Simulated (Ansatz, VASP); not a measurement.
Two plane-wave programs on Sr

The input INCAR:

```
SYSTEM = Sr
ALGO = Normal
EDIFF = 1E-6
ENCUT = 520
GGA = RP
ISIF = 2
ISMEAR = -1
LASPH = .True.
LCHARG = .False.
LREAL = .False.
LWAVE = .False.
NBANDS = 11
NELM = 100
PREC = Accurate
SIGMA = 0.1
```

The input KPOINTS:

```
k-points
0
Gamma
  9 9 9
  0 0 0
```

Contents of POSCAR:

```
Sr
1.0
    4.1200837623      0.0000000000      0.0000000000
    0.0000000000      4.1200837623      0.0000000000
    0.0000000000      0.0000000000      4.1200837623
Sr
1
Direct
    0.0000000000      0.0000000000      0.0000000000
```

Input for Ansatz:

```yaml
crystal:
  lattice:
    - [4.1200837623, 0.0, 0.0]
    - [0.0, 4.1200837623, 0.0]
    - [0.0, 0.0, 4.1200837623]
  atoms:
    - { symbol: Sr, position: [0.0, 0.0, 0.0] }
hamiltonian:
  xc: rpbe
  pseudopotentials:
    kind: paw
    azcp:
      Sr: "pseudopotentials/Sr.paw.azcp"
basis:
  ecutwfc: 420
  fft_grid_basis: typed
kpoints:
  mp_grid: { grid: [9, 9, 9], shift: [0, 0, 0] }
magnetization:
  spin_polarized: false
scf:
  occupations: { method: fermi_dirac, width: 0.1 }
  lower_state_search: "off"
output:
  stress: true
```

Alike in both runs: task single point; functional RPBE; k mesh 9 × 9 × 9; occupations fermi-dirac, width 0.1 eV; no spin polarisation.

|  | VASP | Ansatz |
| --- | --- | --- |
| version | VASP 6.6.1 | Ansatz 0.2.0 |
| potentials or method | VASP PAW PBE potentials, release 64 (Sr_sv), cutoff 520 eV | plane waves (420 eV) with PAW, scalar-relativistic |
| valence electrons in the cell | 10 | 10 |

```csv
,VASP,Ansatz,Ansatz less VASP
pressure (GPa),-0.6,-0.6,0.00
```

VASP's potentials were made for PBE, not for RPBE.
